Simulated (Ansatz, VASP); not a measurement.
Li3LaCd2 in VASP and in Ansatz

```
Li La Cd
1.0
     4.80017    0.00000    0.00000
    -2.40008    4.15707    0.00000
     0.00000    0.00000    7.06634
Li La Cd
3 1 2
Direct
  0.33333 0.66667 0.66592
  0.66667 0.33333 0.33408
  0.00000 0.00000 0.50000
  0.00000 0.00000 0.00000
  0.33333 0.66667 0.27215
  0.66667 0.33333 0.72785
```

Alike in both runs: functional r2SCAN; k mesh 5 × 5 × 3; no spin polarisation.

Ansatz relaxed the structure, and its values are those at the end. VASP's run is a single point on that final structure, the one shown.

|  | VASP | Ansatz |
| --- | --- | --- |
| version | VASP 6.6.1 | Ansatz 0.2.0 |
| potentials or method | VASP PAW PBE potentials, release 64 (Li_sv, La, Cd), cutoff 520 eV | PAW plane waves |
| occupations | methfessel-paxton of order 1, width 0.1 eV | cold, width 0.1 eV |
| valence electrons in the cell | 44 | 60 |

Ansatz gave:

- gap on the k mesh at the Fermi level (eV): none
- rms of the force components (eV/Å): 0.001

**Question.** What did VASP give for the same quantities?

**Answer.** gap on the k mesh at the Fermi level (eV): none; rms of the force components (eV/Å): 0.035.

VASP's potentials were made for PBE, not for r2SCAN. A gap of «none» marks a metal or a gap that the smearing closes. VASP's potentials hold 44 valence electrons a cell and Ansatz's 60, so a difference there can come from the potentials and not from the codes. Ansatz's warnings: structure snapped to symmetry.

Neither program's run includes spin-orbit coupling. Noted on VASP's run: the cutoff is short for stress, so the pressure is rough.
